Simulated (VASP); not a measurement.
# Au (Cmce) in VASP: single point with r2SCAN

Aim: the single point of Au with r2SCAN.

Program: VASP 6.6.1. These are calculated values, not measurements. Logs are shortened: lines on timing, memory, paths and dates and some standing lists are left out, and cuts for length are marked.

## Step 1: The cell of the first run

Symmetry: Cmce, No. 64, orthorhombic system. The conventional cell has a = 5.550 Å, b = 3.668 Å, c = 7.481 Å, α = 90.00°, β = 90.00°, γ = 90.00°. Au (site symmetry m) has 3 Au at 2.07 to 2.71 Å within 2.8 Å.

## Step 2: Single point, r2SCAN

POSCAR

```
Au
1.0
    2.7748612535     -1.8339710146      0.0000000000
    2.7748612535      1.8339710146      0.0000000000
    0.0000000000      0.0000000000      7.4812248269
Au
4
Direct
    0.8500000000      0.1500000000      0.1170000000
    0.6500000000      0.3500000000      0.6170000000
    0.1500000000      0.8500000000      0.8830000000
    0.3500000000      0.6500000000      0.3830000000
```

INCAR.step1

```
PREC = Accurate
ENCUT = 520
ISMEAR = 0
SIGMA = 0.1
LREAL = F
LASPH = T
NELM = 100
NBANDS = 30
GGA = PE
ALGO = Normal
EDIFF = 1E-4
LWAVE = T
LCHARG = F
```

INCAR.step2

```
PREC = Accurate
ENCUT = 520
EDIFF = 1E-6
ISMEAR = 0
SIGMA = 0.1
LREAL = F
LASPH = T
NELM = 100
ALGO = Normal
ISIF = 2
LWAVE = F
LCHARG = T
METAGGA = R2SCAN
LMIXTAU = T
LELF = T
LVHAR = T
NBANDS = 30
ISTART = 1
```

KPOINTS

```
Automatic mesh
0
Gamma
  6 6 4
```

Potentials or basis: VASP PAW PBE potentials, release 64 (Au).

The run is started by

```sh
$ cat potpaw_PBE.64/Au/POTCAR > POTCAR
$ cp INCAR.step1 INCAR
$ mpirun -np 1 vasp_std > vasp.out
$ cp INCAR.step2 INCAR
$ mpirun -np 1 vasp_std > vasp.out
```

OUTCAR:

```text
PREC = Accurate
   ENCUT = 520
   EDIFF = 1E-6
   ISMEAR = 0
   LREAL = F
   LASPH = T
   NELM = 100
   ISIF = 2
   METAGGA = R2SCAN
   ISTART = 1

 ion  position               nearest neighbor table
   1  0.850  0.150  0.117-   3 2.07   4 2.71   4 2.71   3 3.11   3 3.36   3 3.36   4 3.41   4 3.41

   2  0.650  0.350  0.617-   4 2.07   3 2.71   3 2.71   4 3.11   4 3.36   4 3.36   3 3.41   3 3.41

   3  0.150  0.850  0.883-   1 2.07   2 2.71   2 2.71   1 3.11   1 3.36   1 3.36   2 3.41   2 3.41

   4  0.350  0.650  0.383-   2 2.07   1 2.71   1 2.71   2 3.11   2 3.36   2 3.36   1 3.41   1 3.41

  LATTYP: Found a base centered orthorhombic cell.
 ALAT       =     3.6679420292
 B/A-ratio  =     1.5130344108
 C/A-ratio  =     2.0396246089

  Lattice vectors:

 A1 = (  -2.7748612535,  -1.8339710146,   0.0000000000)
 A2 = (   2.7748612535,  -1.8339710146,   0.0000000000)
 A3 = (   0.0000000000,   0.0000000000,   7.4812248269)

Analysis of symmetry for initial positions (statically):
=====================================================================
 Subroutine PRICEL returns:
 Original cell was already a primitive cell.

 Routine SETGRP: Setting up the symmetry group for a
 base centered orthorhombic supercell.

 Subroutine GETGRP returns: Found  8 space group operations
 (whereof  4 operations were pure point group operations)
 out of a pool of  8 trial point group operations.

The static configuration has the point symmetry C_2h.
 The point group associated with its full space group is D_2h.

Analysis of symmetry for dynamics (positions and initial velocities):
=====================================================================
 Subroutine PRICEL returns:
 Original cell was already a primitive cell.

 Routine SETGRP: Setting up the symmetry group for a
 base centered orthorhombic supercell.

 Subroutine GETGRP returns: Found  8 space group operations
 (whereof  4 operations were pure point group operations)
 out of a pool of  8 trial point group operations.

The dynamic configuration has the point symmetry C_2h.
 The point group associated with its full space group is D_2h.

 Subroutine INISYM returns: Found  8 space group operations
 (whereof  4 operations are pure point group operations),
 and found     1 'primitive' translations

----------------------------------------------------------------------------------------

                                     Primitive cell

  volume of cell :      76.1441

  direct lattice vectors                    reciprocal lattice vectors
     2.774861254 -1.833971015  0.000000000     0.180189189 -0.272632444  0.000000000
     2.774861254  1.833971015  0.000000000     0.180189189  0.272632444  0.000000000
     0.000000000  0.000000000  7.481224827     0.000000000  0.000000000  0.133667952

  length of vectors
     3.326154635  3.326154635  7.481224827     0.326797481  0.326797481  0.133667952

  position of ions in fractional coordinates (direct lattice)
     0.850000000  0.150000000  0.117000000
     0.650000000  0.350000000  0.617000000
     0.150000000  0.850000000  0.883000000
     0.350000000  0.650000000  0.383000000

  ion indices of the primitive-cell ions
   primitive index   ion index
                 1           1
                 2           2
                 3           3
                 4           4

----------------------------------------------------------------------------------------

 KPOINTS: Automatic mesh

Automatic generation of k-mesh.
 Grid dimensions read from file:
 generate k-points for:    6    6    4

 Generating k-lattice:

  Cartesian coordinates                     Fractional coordinates (reciprocal lattice)
     0.030031532 -0.045438741  0.000000000     0.166666667  0.000000000  0.000000000
     0.030031532  0.045438741  0.000000000     0.000000000  0.166666667  0.000000000
     0.000000000  0.000000000  0.033416988     0.000000000  0.000000000  0.250000000

  Length of vectors
     0.054466247  0.054466247  0.033416988

  Shift w.r.t. Gamma in fractional coordinates (k-lattice)
     0.000000000  0.000000000  0.000000000

 Subroutine IBZKPT returns following result:
 ===========================================

 Found     39 irreducible k-points:

 Following reciprocal coordinates:
            Coordinates               Weight
  0.000000  0.000000  0.000000      1.000000
  0.166667  0.000000  0.000000      4.000000
  0.333333  0.000000  0.000000      4.000000
  0.500000  0.000000  0.000000      2.000000
  0.166667  0.166667  0.000000      2.000000
  0.333333  0.166667  0.000000      4.000000
[... 16 lines left out ...]
  0.333333  0.333333  0.250000      4.000000
  0.500000  0.333333  0.250000      8.000000
 [... further k-points ...]
   k-points           NKPTS =     39   k-points in BZ     NKDIM =     39   number of bands    NBANDS=     30
   number of dos      NEDOS =    301   number of ions     NIONS =      4
   total plane-waves  NPLWV =  43904
   dimension x,y,z NGX =    28 NGY =   28 NGZ =   56
   dimension x,y,z NGXF=    56 NGYF=   56 NGZF=  112
   ions per type =               4
   NGX,Y,Z   is equivalent  to a cutoff of  13.99, 13.99, 12.44 a.u.
   NGXF,Y,Z  is equivalent  to a cutoff of  27.99, 27.99, 24.89 a.u.
 SYSTEM =  unknown system
   PREC   = accura    normal or accurate (medium, high low for compatibility)
   ISTART =      1    job   : 0-new  1-cont  2-samecut
   ICHARG =      0    charge: 1-file 2-atom 10-const
   ISPIN  =      1    spin polarized calculation?
   LNONCOLLINEAR =      F non collinear calculations
   LSORBIT =      F    spin-orbit coupling
   LASPH  =      T    aspherical Exc in radial PAW
   ENCUT  =  520.0 eV  38.22 Ry    6.18 a.u.   6.18  6.18 13.91*2*pi/ulx,y,z
   NELM   =    100;   NELMIN=  2; NELMDL=  0     # of ELM steps
   EDIFF  = 0.1E-05   stopping-criterion for ELM
   LREAL  =      F    real-space projection
   EDIFFG = 0.1E-04   stopping-criterion for IOM
   NSW    =      0    number of steps for IOM
   IBRION =     -1    ionic relax: 0-MD 1-quasi-New 2-CG
   NFREE  =      0    steps in history (QN), initial steepest desc. (CG)
   ISIF   =      2    stress and relaxation
   ISYM   =      2    0-nonsym 1-usesym 2-fastsym
   POTIM  = 0.5000    time-step for ionic-motion
   TEBEG  =    0.0;   TEEND  =   0.0 temperature during run
   PSTRESS=    0.0 pullay stress
   NELECT =      44.0000    total number of electrons
   NUPDOWN=      -1.0000    fix difference up-down
   EMIN   =  10.00;   EMAX   =-10.00  energy-range for DOS
   EFERMI =   0.00;   METHOD = LEGACY
   ISMEAR =     0;   SIGMA  =   0.10  broadening in eV -4-tet -1-fermi 0-gaus
   EFERMI_NEDOS =   21; number of points for ismear=-14 and -15
   IALGO  =     38    algorithm
   IMIX   =      4    mixing-type and parameters
     AMIX     =   0.40;   BMIX     =  1.00
     AMIX_MAG =   1.60;   BMIX_MAG =  1.00
  volume/ion in A,a.u.               =      19.04       128.46
  Fermi-wavevector in a.u.,A,eV,Ry     =   1.363579  2.576790 25.297954  1.859347
  Thomas-Fermi vector in A             =   2.489969
   LORBIT       =      0    0 simple, 1 ext, 2 COOP (PROOUT), +10 PAW based schemes
   METAGGA = R2SCAN    functional components
   LHFCALC =     F    Hartree Fock is set to
   AEXX    =    0.0000 exact exchange contribution
   IVDW    =     0    specifies the selected vdW correction
   LEPSILON=     F    determine dielectric tensor
   LRPA    =     F    only Hartree local field effects (RPA)
 non-spin polarized calculation
 Gauss-broadening in eV      SIGMA  =   0.10
  energy-cutoff  :      520.00
  volume of cell :       76.14
 maximum number of plane-waves:      2078
 NGX is ok and might be reduce to    28
   NGX = 13   NGY = 13   NGZ = 27

 number of electron      44.0000003 magnetization

 Free energy of the ion-electron system (eV)
  ---------------------------------------------------
  ext. energy  EPLUGINS =         0.00000000
  ---------------------------------------------------
  free energy    TOTEN  =      -194.83783129 eV

  energy without entropy =     -194.83336555  energy(sigma->0) =     -194.83559842

 E-fermi :   7.6008     XC(G=0): -12.6656

 val. band max:        7.5496051334   @ k =   0.3333   0.1667   0.0000
 cond. band min:       7.6847719616   @ k =  -0.3333   0.3333   0.0000
 fundamental gap:      0.1351668282
 Fermi energy:         7.6008084460

 k-point     1 :       0.0000    0.0000    0.0000
  band No.  band energies     occupation
      1      -1.6004      2.00000
      2      -0.5434      2.00000
      3      -0.1404      2.00000
      4       0.8949      2.00000
      5       1.1434      2.00000
      6       1.1619      2.00000
[... 22 lines left out ...]
     29      20.5069      0.00000
     30      20.8474      0.00000

 k-point     2 :       0.1667    0.0000    0.0000
  band No.  band energies     occupation
      1      -1.1753      2.00000
      2      -0.4820      2.00000
      3       0.0937      2.00000
      4       0.8135      2.00000
      5       1.0650      2.00000
      6       1.2919      2.00000
[... 22 lines left out ...]
     29      19.0252      0.00000
     30      19.9299      0.00000

 k-point     3 :       0.3333    0.0000    0.0000
  band No.  band energies     occupation
      1      -0.5332      2.00000
      2      -0.4272      2.00000
      3       0.6383      2.00000
      4       0.9214      2.00000
      5       0.9274      2.00000
      6       1.2899      2.00000
[... 22 lines left out ...]
     29      18.0116      0.00000
     30      18.3975      0.00000

 k-point     4 :       0.5000    0.0000    0.0000
  band No.  band energies     occupation
      1      -0.4425      2.00000
      2      -0.4425      2.00000
      3       0.7567      2.00000
      4       0.7567      2.00000
      5       1.3681      2.00000
      6       1.3681      2.00000
[... 22 lines left out ...]
     29      18.1331      0.00000
     30      18.1331      0.00000

 k-point     5 :       0.1667    0.1667    0.0000
  band No.  band energies     occupation
      1      -1.2467      2.00000
      2      -0.5717      2.00000
      3      -0.1037      2.00000
      4       1.0561      2.00000
      5       1.1208      2.00000
      6       1.3289      2.00000
[... 22 lines left out ...]
     29      19.1624      0.00000
     30      19.7475      0.00000
[... 526 lines left out ...]
     29      16.5104      0.00000
     30      17.6801      0.00000

 k-point    22 :      -0.1667    0.1667    0.2500
  band No.  band energies     occupation
      1      -0.6444      2.00000
      2      -0.4458      2.00000
      3       0.7111      2.00000
      4       1.0609      2.00000
      5       1.0649      2.00000
      6       1.1445      2.00000
[... 22 lines left out ...]
     29      17.8945      0.00000
     30      18.7582      0.00000

 k-point    23 :       0.3333    0.3333    0.2500
  band No.  band energies     occupation
      1      -0.6998      2.00000
      2      -0.5659      2.00000
      3       0.0427      2.00000
      4       0.9210      2.00000
      5       1.0671      2.00000
      6       1.1251      2.00000
[... 22 lines left out ...]
     29      16.6264      0.00000
     30      18.3449      0.00000

 k-point    24 :       0.5000    0.3333    0.2500
  band No.  band energies     occupation
      1      -0.6458      2.00000
      2      -0.4910      2.00000
      3       0.2170      2.00000
      4       0.8151      2.00000
      5       1.0449      2.00000
      6       1.2296      2.00000
[... 22 lines left out ...]
     29      15.4911      0.00000
     30      16.5567      0.00000

 [... further k-points ...]

------------------------ aborting loop because EDIFF is reached ----------------------------------------

  FORCE on cell =-STRESS in cart. coord.  units (eV):
  Direction    XX          YY          ZZ          XY          YZ          ZX
  --------------------------------------------------------------------------------------
  -------------------------------------------------------------------------------------
  Total       -2.0993238     18.6786848     47.7271536      0.0000000      0.0000000      0.0000000
  in kB      -44.1726617    393.0252326   1004.2449909      0.0000000      0.0000000      0.0000000
  external PRESSURE =     451.0325206 kB  Pullay stress =       0.0000000 kB

 VOLUME and BASIS-vectors are now :
 -----------------------------------------------------------------------------
  energy-cutoff  :      520.00
  volume of cell :       76.14
      direct lattice vectors                 reciprocal lattice vectors
     2.774861254 -1.833971015  0.000000000     0.180189189 -0.272632444  0.000000000
     2.774861254  1.833971015  0.000000000     0.180189189  0.272632444  0.000000000
     0.000000000  0.000000000  7.481224827     0.000000000  0.000000000  0.133667952

 POSITION                                       TOTAL-FORCE (eV/Angst)
 -----------------------------------------------------------------------------------
      2.77486     -1.28378      0.87530         0.000000      8.830127     13.225950
      2.77486     -0.55019      4.61592         0.000000     -8.830127     13.225950
      2.77486      1.28378      6.60592         0.000000     -8.830127    -13.225950
      2.77486      0.55019      2.86531         0.000000      8.830127    -13.225950
 -----------------------------------------------------------------------------------
    total drift:                               -0.000000     -0.000000      0.000000

  FREE ENERGIE OF THE ION-ELECTRON SYSTEM (eV)
  ---------------------------------------------------
  free  energy   TOTEN  =      -194.8378312890 eV

  energy  without entropy=     -194.8333655491  energy(sigma->0) =     -194.83559842
```

Wall time 2.9 min (1 thread of Intel Xeon 6975P-C (Granite Rapids), shared host); peak memory 0.24 GiB.

What came out:

| Item | Value |
| --- | --- |
| Free energy | -194.8378 eV |
| Pressure | 45.1 GPa |
| Largest force | 15.903 eV/Å |
| Band gap on the k mesh | zero (bands 22 and 23 overlap by 0.96 eV) |

Forces in eV/Å, atoms in the order of the input:
```
Au    0.000   8.830  13.226
Au    0.000  -8.830  13.226
Au    0.000  -8.830 -13.226
Au    0.000   8.830 -13.226
```

Levels at points of the mesh, in eV from the Fermi level:
| k point | band 18 | band 19 | band 20 | band 21 | band 22 | band 23 | band 24 | band 25 | band 26 | band 27 |
| --- | --- | --- | --- | --- | --- | --- | --- | --- | --- | --- |
| (0.00, 0.00, 0.00) | -2.85 | -2.55 | -2.06 | -1.95 | -0.94 | 0.25 | 4.32 | 8.97 | 10.74 | 11.04 |
| (0.50, 0.00, 0.00) | -2.04 | -1.80 | -1.80 | -0.98 | -0.98 | 0.48 | 0.48 | 3.44 | 3.44 | 9.14 |
| (0.50, 0.50, 0.00) | -1.26 | -1.07 | -0.87 | -0.31 | -0.09 | 0.79 | 1.36 | 4.10 | 5.40 | 6.12 |
| (0.00, 0.00, 0.50) | -2.15 | -2.01 | -2.01 | -1.94 | -1.94 | 0.90 | 0.90 | 11.49 | 11.49 | 11.62 |
| (0.50, 0.00, 0.50) | -2.11 | -2.00 | -2.00 | -1.18 | -1.18 | -0.68 | -0.68 | 5.66 | 5.66 | 7.51 |
| (0.50, 0.50, 0.50) | -2.24 | -1.21 | -1.21 | -0.07 | -0.07 | 1.51 | 1.51 | 4.57 | 4.57 | 6.77 |

Caveat: the stress differs along the axes, from -4 to 100 GPa; the PAW data sets were made with another functional, which shifts forces and pressure a little; spin-orbit coupling is left out, which moves the levels of the heavy elements.

The gap in the log of VASP goes by the Fermi energy; the results here count the filled bands.